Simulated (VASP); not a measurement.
Write the native input for VASP 6.6.1 that does the following.

```
Task                   : single point
Functional             : r2SCAN
Potentials or basis    : VASP PAW PBE potentials, release 64 (Cu)
Cutoff                 : 660 eV
k mesh                 : 24 × 24 × 6
Occupations            : gaussian, width 0.1 eV
Spin                   : no spin polarisation
Dipole correction      : no
Further INCAR settings : ALGO = Normal; EDIFF = 1e-06; NBANDS = 30
```

The system is Cu.

```
Cu
1.0
     2.45346    0.00000    0.00000
    -1.22673    2.12476    0.00000
     0.00000    0.00000    8.43546
Cu
4
Cartesian
  0.0000 0.0000 0.0000
  0.0000 1.4165 2.1089
  0.0000 0.0000 4.2177
  1.2267 0.7083 6.3266
```

This cell differs from its parent crystal: biaxial strain in the a-b plane: -3.0 %, then relaxed in part.

The input as run:

POSCAR

```
Cu
1.0
    2.4534593248      0.0000000000      0.0000000000
   -1.2267296624      2.1247581024      0.0000000000
    0.0000000000      0.0000000000      8.4354637589
Cu
4
Direct
    0.0000000000      0.0000000000      0.0000000000
    0.3333333333      0.6666666667      0.2500000000
    0.0000000000      0.0000000000      0.5000000000
    0.6666666667      0.3333333333      0.7500000000
```

INCAR.step1

```
  PREC = Accurate
  ENCUT = 660
  ISMEAR = 0
  SIGMA = 0.1
  LREAL = F
  LASPH = T
  NELM = 120
  NBANDS = 30
  GGA = PE
  ALGO = Normal
  EDIFF = 1E-5
  LWAVE = T
  LCHARG = F
  GGA_COMPAT = F
```

INCAR.step2

```
  PREC = Accurate
  ENCUT = 660
  EDIFF = 1E-6
  ISMEAR = 0
  SIGMA = 0.1
  LREAL = F
  LASPH = T
  NELM = 120
  ALGO = Normal
  ISIF = 2
  LWAVE = F
  LCHARG = T
  METAGGA = R2SCAN
  LMIXTAU = T
  LELF = T
  LVHAR = T
  NBANDS = 30
  ISTART = 1
  GGA_COMPAT = F
```

KPOINTS

```
regular mesh
0
Gamma
  24 24 6
```

Potentials or basis: VASP PAW PBE potentials, release 64 (Cu).

Run with:

```console
$ cat potpaw_PBE.64/Cu/POTCAR > POTCAR
$ cp INCAR.step1 INCAR
$ mpirun -np 1 vasp_std > vasp.out
$ cp INCAR.step2 INCAR
$ mpirun -np 1 vasp_std > vasp.out
```

It gave:

```yaml
Pressure: 8.1 GPa
Band_gap_on_the_k_mesh: zero (bands 22 and 23 overlap by 5.94 eV)
```

Caveat: the cell differs from its parent crystal (biaxial strain in the a-b plane: -3.0 %, then relaxed in part); the stress differs along the axes, from 0 to 12 GPa; the PAW data sets were made with another functional, which shifts forces and pressure a little.

Run time: 22 min on 1 thread of Oxide Virtual Turin-like Processor (shared host), peak memory 0.41 GiB.
